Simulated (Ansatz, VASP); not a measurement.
# One calculation of MgZrH4, two programs

```xyz
6
Lattice="1.9917 1.1499 4.8894 -1.9917 1.1499 4.8894 0.0000 -2.2999 4.8894" Properties=species:S:1:pos:R:3 pbc="T T T"
Mg    0.0000    0.0000    9.2338
Zr    0.0000    0.0000   12.5674
H    -0.5344    0.3085    6.4182
H     0.0000   -0.6171    6.4182
H     0.5344    0.3085    6.4182
H     0.0000    0.0000    4.7574
```

Alike in both runs: task relaxation of cell and atoms; functional PBE; k mesh 4 × 4 × 4; occupations gaussian, width 0.15 eV; no spin polarisation.

|  | VASP | Ansatz |
| --- | --- | --- |
| version | VASP 6.6.1 | Ansatz 0.2.0 |
| potentials or method | VASP PAW PBE potentials, release 64 (Mg, Zr_sv, H), cutoff 600 eV | scalar-relativistic, plane waves, PAW |
| valence electrons in the cell | 18 | 26 |

```tsv
	VASP	Ansatz	Ansatz less VASP
gap on the k mesh at the Fermi level, each at its own relaxed structure (eV)	none	none	-
relaxed volume (Å³/atom)	9.55	9.67	+0.115
relaxed cell length with the largest relative difference (Å)	5.691	5.713	+0.0227
```

A gap of «none» marks a metal or a gap that the smearing closes. VASP's potentials hold 18 valence electrons a cell and Ansatz's 26, so a difference there can come from the potentials and not from the codes.

The k mesh is coarse, so the values compare programs but aren't converged.
